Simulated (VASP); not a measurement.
Crystal: GaN.

```
Ga N
1.0
     3.18000    0.00000    0.00000
    -1.59000    2.75396    0.00000
     0.00000    0.00000    5.16600
Ga N
2 2
Direct
  0.33333 0.66667 0.00000
  0.66667 0.33333 0.50000
  0.33333 0.66667 0.37500
  0.66667 0.33333 0.87500
```

- Program: VASP 6.6.1
- Task: relaxation of cell and atoms
- Functional: LDA
- Potentials or basis: VASP PAW LDA potentials, release 64 (Ga_d, N)
- Cutoff: 600 eV
- k mesh: 12 × 12 × 6
- Occupations: gaussian, width 0.02 eV
- Spin: no spin polarisation

At the start: pressure -3.5 GPa; volume 11.31 Å³/atom.

**Question.** Where does the relaxation end?

**Answer.** Over 15 steps the energy falls by 2.7 meV/atom and the volume is 11.10 Å³/atom (-1.8 %); space group P6_3mc (No. 186, to 0.1 Å) before and after.

The path:
| step | energy change (eV) | largest force (eV/Å) | pressure (GPa) | volume (Å³) |
| --- | --- | --- | --- | --- |
| 1 | 0.0000 | 0.1278 | -3.55 | 45.24 |
| 2 | 0.0000 | 0.1154 | 3.88 | 43.62 |
| 3 | -0.0109 | 0.0106 | 0.01 | 44.42 |
| 4 | -0.0108 | 0.0080 | 0.30 | 44.40 |
| 5 | -0.0107 | 0.0002 | -0.49 | 44.52 |
| 6 | -0.0109 | 0.0061 | -0.02 | 44.43 |
| 7 | -0.0109 | 0.0072 | -0.05 | 44.43 |
| 8 | -0.0109 | 0.0074 | 0.25 | 44.42 |
| 9 | -0.0109 | 0.0059 | -0.23 | 44.43 |
| 10 | -0.0109 | 0.0077 | 0.00 | 44.42 |
| 11 | -0.0109 | 0.0067 | 0.00 | 44.42 |
| 12 | -0.0109 | 0.0052 | -0.09 | 44.43 |
| 13 | -0.0109 | 0.0075 | -0.06 | 44.42 |
| 14 | -0.0109 | 0.0006 | 0.11 | 44.41 |
| 15 | -0.0109 | 0.0035 | 0.03 | 44.41 |

Final structure:
```
CELL_PARAMETERS angstrom
3.15648 0.00000 0.00000
-1.57824 2.73359 0.00000
0.00000 0.00000 5.14732
ATOMIC_POSITIONS crystal
Ga 0.33333 0.66667 0.99935
Ga 0.66667 0.33333 0.49935
N 0.33333 0.66667 0.37565
N 0.66667 0.33333 0.87565
```
